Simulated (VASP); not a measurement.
# SnW4 (P4/mmm) in VASP: single point with PBE

Aim: the single point of SnW4 with PBE.

Program: VASP 6.6.1. These are calculated values, not measurements. Logs are shortened: lines on timing, memory, paths and dates and some standing lists are left out, and cuts for length are marked.

### Step 1. The cell of the first run

Symmetry: P4/mmm, No. 123, tetragonal system. Conventional cell: a = 4.588 Å, b = 4.588 Å, c = 8.922 Å, α = 90.00°, β = 90.00°, γ = 90.00°. Within 3.0 Å of Sn (site symmetry 4/mmm) lie 4 W at 2.29 Å. Within 3.0 Å of W (site symmetry mmm) lie 2 Sn at 2.29 Å and 4 W at 2.63 Å. Within 3.5 Å of W (site symmetry 4mm) lie 5 W at 2.57 to 2.63 Å and 4 Sn at 3.49 Å.

The cell was built from a structure type or drawn by symmetry, and may not be a known phase.

### Step 2. Single point, PBE

Input file INCAR:

```
SYSTEM = SnW4
PREC     = Accurate       ! precision mode
ENCUT    = 520            ! plane-wave cutoff, eV
EDIFF    = 1E-6           ! SCF threshold, eV
ISMEAR   = 0              ! smearing method
SIGMA    = 0.1            ! smearing width, eV
LREAL    = .FALSE.        ! projectors in reciprocal space
LASPH    = .TRUE.         ! aspherical terms in the spheres
NELM     = 60             ! most SCF steps
ALGO     = Normal         ! electronic algorithm
ISIF     = 2              ! what is computed and relaxed
LWAVE    = .FALSE.        ! write WAVECAR
LCHARG   = .FALSE.        ! write CHGCAR
GGA      = PE             ! functional
NBANDS   = 43             ! bands
```

Input file KPOINTS:

```
Automatic mesh
0
G
  4 4 2
  0 0 0
```

Input file POSCAR:

```
SnW4
1.0
    4.5877567800      0.0000000000      0.0000000000
    0.0000000000      4.5877567800      0.0000000000
    0.0000000000      0.0000000000      8.9221103100
Sn W
1 4
Direct
    0.0000000000      0.0000000000      0.5000000000
    0.0000000000      0.5000000000      0.5000000000
    0.5000000000      0.0000000000      0.5000000000
    0.5000000000      0.5000000000      0.3558379400
    0.5000000000      0.5000000000      0.6441620600
```

Potentials or basis: VASP PAW PBE potentials, release 64 (Sn_d, W_sv).

The run is started by

```bash
$ cat potpaw_PBE.64/Sn_d/POTCAR potpaw_PBE.64/W_sv/POTCAR > POTCAR
$ mpirun -np 1 vasp_std > vasp.out
```

OUTCAR:

```text
SYSTEM = SnW4
   PREC = Accurate
   ENCUT = 520
   EDIFF = 1E-6
   ISMEAR = 0
   LREAL = .FALSE.
   LASPH = .TRUE.
   NELM = 60
   ISIF = 2
   GGA = PE

 ion  position               nearest neighbor table
   1  0.000  0.000  0.500-   2 2.29   3 2.29   2 2.29   3 2.29   4 3.49   4 3.49   5 3.49   5 3.49
                             4 3.49   5 3.49   4 3.49   5 3.49
   2  0.000  0.500  0.500-   1 2.29   1 2.29   5 2.63   4 2.63   4 2.63   5 2.63   3 3.24   3 3.24
                             3 3.24   3 3.24
   3  0.500  0.000  0.500-   1 2.29   1 2.29   5 2.63   4 2.63   5 2.63   4 2.63   2 3.24   2 3.24
                             2 3.24   2 3.24
   4  0.500  0.500  0.356-   5 2.57   3 2.63   2 2.63   3 2.63   2 2.63   1 3.49   1 3.49   1 3.49
                             1 3.49
   5  0.500  0.500  0.644-   4 2.57   3 2.63   2 2.63   3 2.63   2 2.63   1 3.49   1 3.49   1 3.49
                             1 3.49

  LATTYP: Found a simple tetragonal cell.
 ALAT       =     4.5877567800
 C/A-ratio  =     1.9447653260

  Lattice vectors:

 A1 = (   4.5877567800,   0.0000000000,   0.0000000000)
 A2 = (   0.0000000000,   4.5877567800,   0.0000000000)
 A3 = (   0.0000000000,   0.0000000000,   8.9221103100)

Analysis of symmetry for initial positions (statically):
=====================================================================
 Subroutine PRICEL returns:
 Original cell was already a primitive cell.

 Routine SETGRP: Setting up the symmetry group for a
 simple tetragonal supercell.

 Subroutine GETGRP returns: Found 16 space group operations
 (whereof 16 operations were pure point group operations)
 out of a pool of 16 trial point group operations.

The static configuration has the point symmetry D_4h.

Analysis of symmetry for dynamics (positions and initial velocities):
=====================================================================
 Subroutine PRICEL returns:
 Original cell was already a primitive cell.

 Routine SETGRP: Setting up the symmetry group for a
 simple tetragonal supercell.

 Subroutine GETGRP returns: Found 16 space group operations
 (whereof 16 operations were pure point group operations)
 out of a pool of 16 trial point group operations.

The dynamic configuration has the point symmetry D_4h.

 Subroutine INISYM returns: Found 16 space group operations
 (whereof 16 operations are pure point group operations),
 and found     1 'primitive' translations

----------------------------------------------------------------------------------------

                                     Primitive cell

  volume of cell :     187.7882

  direct lattice vectors                    reciprocal lattice vectors
     4.587756780  0.000000000  0.000000000     0.217971451  0.000000000  0.000000000
     0.000000000  4.587756780  0.000000000     0.000000000  0.217971451  0.000000000
     0.000000000  0.000000000  8.922110310     0.000000000  0.000000000  0.112081107

  length of vectors
     4.587756780  4.587756780  8.922110310     0.217971451  0.217971451  0.112081107

  position of ions in fractional coordinates (direct lattice)
     0.000000000  0.000000000  0.500000000
     0.000000000  0.500000000  0.500000000
     0.500000000  0.000000000  0.500000000
     0.500000000  0.500000000  0.355837940
     0.500000000  0.500000000  0.644162060

  ion indices of the primitive-cell ions
   primitive index   ion index
                 1           1
                 2           2
                 3           3
                 4           4
                 5           5

----------------------------------------------------------------------------------------

 KPOINTS: Automatic mesh

Automatic generation of k-mesh.
 Grid dimensions read from file:
 generate k-points for:    4    4    2

 Generating k-lattice:

  Cartesian coordinates                     Fractional coordinates (reciprocal lattice)
     0.054492863  0.000000000  0.000000000     0.250000000  0.000000000  0.000000000
     0.000000000  0.054492863  0.000000000     0.000000000  0.250000000  0.000000000
     0.000000000  0.000000000  0.056040553     0.000000000  0.000000000  0.500000000

  Length of vectors
     0.054492863  0.054492863  0.056040553

  Shift w.r.t. Gamma in fractional coordinates (k-lattice)
     0.000000000  0.000000000  0.000000000

 Subroutine IBZKPT returns following result:
 ===========================================

 Found     12 irreducible k-points:

 Following reciprocal coordinates:
            Coordinates               Weight
  0.000000  0.000000  0.000000      1.000000
  0.250000  0.000000  0.000000      4.000000
  0.500000  0.000000  0.000000      2.000000
  0.250000  0.250000  0.000000      4.000000
  0.500000  0.250000  0.000000      4.000000
  0.500000  0.500000  0.000000      1.000000
  0.000000  0.000000  0.500000      1.000000
  0.250000  0.000000  0.500000      4.000000
  0.500000  0.000000  0.500000      2.000000
  0.250000  0.250000  0.500000      4.000000
  0.500000  0.250000  0.500000      4.000000
  0.500000  0.500000  0.500000      1.000000
   k-points           NKPTS =     12   k-points in BZ     NKDIM =     12   number of bands    NBANDS=     43
   number of dos      NEDOS =    301   number of ions     NIONS =      5
   total plane-waves  NPLWV =  90720
   dimension x,y,z NGX =    36 NGY =   36 NGZ =   70
   dimension x,y,z NGXF=    72 NGYF=   72 NGZF=  140
   ions per type =               1   4
   NGX,Y,Z   is equivalent  to a cutoff of  13.05, 13.05, 13.04 a.u.
   NGXF,Y,Z  is equivalent  to a cutoff of  26.09, 26.09, 26.09 a.u.
 SYSTEM =  SnW4
   PREC   = accura    normal or accurate (medium, high low for compatibility)
   ISTART =      0    job   : 0-new  1-cont  2-samecut
   ICHARG =      2    charge: 1-file 2-atom 10-const
   ISPIN  =      1    spin polarized calculation?
   LNONCOLLINEAR =      F non collinear calculations
   LSORBIT =      F    spin-orbit coupling
   LASPH  =      T    aspherical Exc in radial PAW
   ENCUT  =  520.0 eV  38.22 Ry    6.18 a.u.   8.53  8.53 16.59*2*pi/ulx,y,z
   NELM   =     60;   NELMIN=  2; NELMDL= -5     # of ELM steps
   EDIFF  = 0.1E-05   stopping-criterion for ELM
   LREAL  =      F    real-space projection
[... 7 lines left out ...]
   TEBEG  =    0.0;   TEEND  =   0.0 temperature during run
   PSTRESS=    0.0 pullay stress
   NELECT =      70.0000    total number of electrons
   NUPDOWN=      -1.0000    fix difference up-down
   EMIN   =  10.00;   EMAX   =-10.00  energy-range for DOS
   EFERMI =   0.00;   METHOD = LEGACY
   ISMEAR =     0;   SIGMA  =   0.10  broadening in eV -4-tet -1-fermi 0-gaus
   EFERMI_NEDOS =   21; number of points for ismear=-14 and -15
   IALGO  =     38    algorithm
   IMIX   =      4    mixing-type and parameters
     AMIX     =   0.40;   BMIX     =  1.00
     AMIX_MAG =   1.60;   BMIX_MAG =  1.00
  volume/ion in A,a.u.               =      37.56       253.45
  Fermi-wavevector in a.u.,A,eV,Ry     =   1.178197  2.226470 18.886915  1.388149
  Thomas-Fermi vector in A             =   2.314531
   LORBIT       =      0    0 simple, 1 ext, 2 COOP (PROOUT), +10 PAW based schemes
   GGA     = PE    functional components
   LHFCALC =     F    Hartree Fock is set to
   AEXX    =    0.0000 exact exchange contribution
   IVDW    =     0    specifies the selected vdW correction
   LEPSILON=     F    determine dielectric tensor
   LRPA    =     F    only Hartree local field effects (RPA)
 non-spin polarized calculation
 Gauss-broadening in eV      SIGMA  =   0.10
  energy-cutoff  :      520.00
  volume of cell :      187.79
 maximum number of plane-waves:      5084
 NGX is ok and might be reduce to    36
   NGX = 17   NGY = 17   NGZ = 33

 number of electron      70.0000012 magnetization

 Free energy of the ion-electron system (eV)
  ---------------------------------------------------
  ext. energy  EPLUGINS =         0.00000000
  ---------------------------------------------------
  free energy    TOTEN  =       -39.84194220 eV

  energy without entropy =      -39.79603628  energy(sigma->0) =      -39.81898924

 E-fermi :   3.2720     XC(G=0):  -7.5689

 val. band max:        3.2520382945   @ k =   0.5000   0.0000   0.5000
 cond. band min:       3.2723937291   @ k =   0.2500   0.0000   0.5000
 fundamental gap:      0.0203554347
 Fermi energy:         3.2719854728

 k-point     1 :       0.0000    0.0000    0.0000
  band No.  band energies     occupation
      1     -71.2605      2.00000
      2     -71.1845      2.00000
      3     -70.4817      2.00000
      4     -70.4801      2.00000
      5     -36.0961      2.00000
      6     -35.8713      2.00000
[... 35 lines left out ...]
     42       4.9039      0.00000
     43       5.6665      0.00000

 k-point     2 :       0.2500    0.0000    0.0000
  band No.  band energies     occupation
      1     -71.2576      2.00000
      2     -71.1845      2.00000
      3     -70.4842      2.00000
      4     -70.4797      2.00000
      5     -36.1819      2.00000
      6     -35.8567      2.00000
[... 35 lines left out ...]
     42       4.9653      0.00000
     43       5.2962      0.00000

 k-point     3 :       0.5000    0.0000    0.0000
  band No.  band energies     occupation
      1     -71.2546      2.00000
      2     -71.1845      2.00000
      3     -70.4874      2.00000
      4     -70.4787      2.00000
      5     -36.2260      2.00000
      6     -35.8412      2.00000
[... 35 lines left out ...]
     42       5.2081      0.00000
     43       5.9370      0.00000

 k-point     4 :       0.2500    0.2500    0.0000
  band No.  band energies     occupation
      1     -71.2546      2.00000
      2     -71.1845      2.00000
      3     -70.4834      2.00000
      4     -70.4826      2.00000
      5     -36.2573      2.00000
      6     -35.6812      2.00000
[... 311 lines left out ...]
     42       4.8311      0.00000
     43       4.9801      0.00000

 k-point    11 :       0.5000    0.2500    0.5000
  band No.  band energies     occupation
      1     -71.2517      2.00000
      2     -71.1845      2.00000
      3     -70.4863      2.00000
      4     -70.4819      2.00000
      5     -36.3018      2.00000
      6     -35.6374      2.00000
[... 35 lines left out ...]
     42       4.7176      0.00000
     43       5.0419      0.00000

 k-point    12 :       0.5000    0.5000    0.5000
  band No.  band energies     occupation
      1     -71.2487      2.00000
      2     -71.1845      2.00000
      3     -70.4852      2.00000
      4     -70.4852      2.00000
      5     -36.3491      2.00000
      6     -35.5129      2.00000
[... 35 lines left out ...]
     42       4.9160      0.00000
     43       5.6212      0.00000

------------------------ aborting loop because EDIFF is reached ----------------------------------------

  FORCE on cell =-STRESS in cart. coord.  units (eV):
  Direction    XX          YY          ZZ          XY          YZ          ZX
  --------------------------------------------------------------------------------------
  -------------------------------------------------------------------------------------
  Total       35.2082977     35.2082977      0.3369772      0.0000000      0.0000000      0.0000000
  in kB      300.3912312    300.3912312      2.8750326      0.0000000      0.0000000      0.0000000
  external PRESSURE =     201.2191650 kB  Pullay stress =       0.0000000 kB

 VOLUME and BASIS-vectors are now :
 -----------------------------------------------------------------------------
  energy-cutoff  :      520.00
  volume of cell :      187.79
      direct lattice vectors                 reciprocal lattice vectors
     4.587756780  0.000000000  0.000000000     0.217971451  0.000000000  0.000000000
     0.000000000  4.587756780  0.000000000     0.000000000  0.217971451  0.000000000
     0.000000000  0.000000000  8.922110310     0.000000000  0.000000000  0.112081107

 POSITION                                       TOTAL-FORCE (eV/Angst)
 -----------------------------------------------------------------------------------
      0.00000      0.00000      4.46106         0.000000     -0.000000      0.000000
      0.00000      2.29388      4.46106         0.000000     -0.000000      0.000000
      2.29388      0.00000      4.46106         0.000000     -0.000000      0.000000
      2.29388      2.29388      3.17483        -0.000000      0.000000     -0.250471
      2.29388      2.29388      5.74728         0.000000      0.000000      0.250471
 -----------------------------------------------------------------------------------
    total drift:                                0.000000      0.000000      0.000000

  FREE ENERGIE OF THE ION-ELECTRON SYSTEM (eV)
  ---------------------------------------------------
  free  energy   TOTEN  =       -39.8419421963 eV

  energy  without entropy=      -39.7960362804  energy(sigma->0) =      -39.81898924
```

Wall time 99 s (1 thread of Intel Xeon Platinum 8375C at 2.90GHz (Ice Lake), shared host); peak memory 0.32 GiB.

Results:

```yaml
Free_energy: -39.8419 eV
Pressure: 20.1 GPa
Largest_force: 0.250 eV/Å
Band_gap_on_the_k_mesh: zero (bands 35 and 36 overlap by 0.27 eV)
```

Forces in eV/Å, atoms in the order of the input:
```
Sn   0.000  0.000  0.000
W    0.000  0.000  0.000
W    0.000  0.000  0.000
W    0.000  0.000 -0.250
W    0.000  0.000  0.250
```

Levels at points of the mesh, in eV from the Fermi level:
```
           k point  band 32  band 33  band 34  band 35  band 36  band 37  band 38  band 39
(0.00, 0.00, 0.00)    -0.87    -0.62    -0.30    -0.21    -0.21     0.13     0.13     0.50
(0.50, 0.00, 0.00)    -1.52    -1.51    -1.26    -0.47    -0.03     0.06     0.19     1.08
(0.50, 0.50, 0.00)    -1.22    -1.22    -0.43    -0.33     0.16     0.16     0.29     1.27
(0.00, 0.00, 0.50)    -0.87    -0.30    -0.30    -0.22    -0.22     0.14     0.14     0.22
(0.50, 0.00, 0.50)    -1.55    -1.51    -1.23    -0.47    -0.02     0.13     0.20     0.66
(0.50, 0.50, 0.50)    -1.21    -1.21    -0.43    -0.33     0.10     0.10     0.29     0.94
```

Caveat: the cell stands under pressure; spin-orbit coupling is left out, which moves the levels of the heavy elements.
